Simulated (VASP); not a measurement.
## Pt: single point with LDA

Crystal: Pt.

```
Pt
1.0
    -2.22994    1.64991    1.64991
     1.64991   -2.22994    1.64991
     1.64991    1.64991   -2.22994
Pt
1
Direct
  0.00000 0.00000 0.00000
```

```yaml
Program: VASP 6.6.1
Task: single point
Functional: LDA
Potentials_or_basis: VASP PAW LDA potentials, release 64 (Pt_sv_GW)
Cutoff: 570 eV
k_mesh: 22 × 22 × 22
Occupations: gaussian, width 0.15 eV
Spin: no spin polarisation
```

- Pressure: 214.6 GPa
- Band gap on the k mesh: zero (bands 9 and 10 overlap by 7.55 eV)

Stress tensor (GPa, compression positive):
```
214.63 210.01 210.01
210.01 214.63 210.01
210.01 210.01 214.63
```

Levels at points of the mesh, in eV from the Fermi level:
| k point | band 7 | band 8 | band 9 | band 10 | band 11 | band 12 |
| --- | --- | --- | --- | --- | --- | --- |
| (0.00, 0.00, 0.00) | -6.08 | -6.08 | 2.86 | 2.86 | 10.53 | 12.53 |
| (0.50, 0.00, 0.00) | -2.43 | -1.89 | 0.24 | 4.46 | 12.46 | 15.71 |
| (0.50, 0.50, 0.00) | -4.04 | -2.55 | -1.41 | 2.88 | 2.98 | 6.98 |
| (0.50, 0.50, 0.50) | -1.80 | -1.80 | 2.34 | 9.31 | 9.31 | 10.60 |

Wall time 5.6 min on 1 thread of Intel(R) Xeon(R) Platinum 8259CL CPU @ 2.50GHz (Skylake/Cascade Lake), with other jobs on the host, peak memory 0.4 GiB.

Caveat: atoms lie so close that the PAW spheres overlap strongly, which falsifies energies and pressures; the cell stands under pressure; spin-orbit coupling is left out, which moves the levels of the heavy elements.
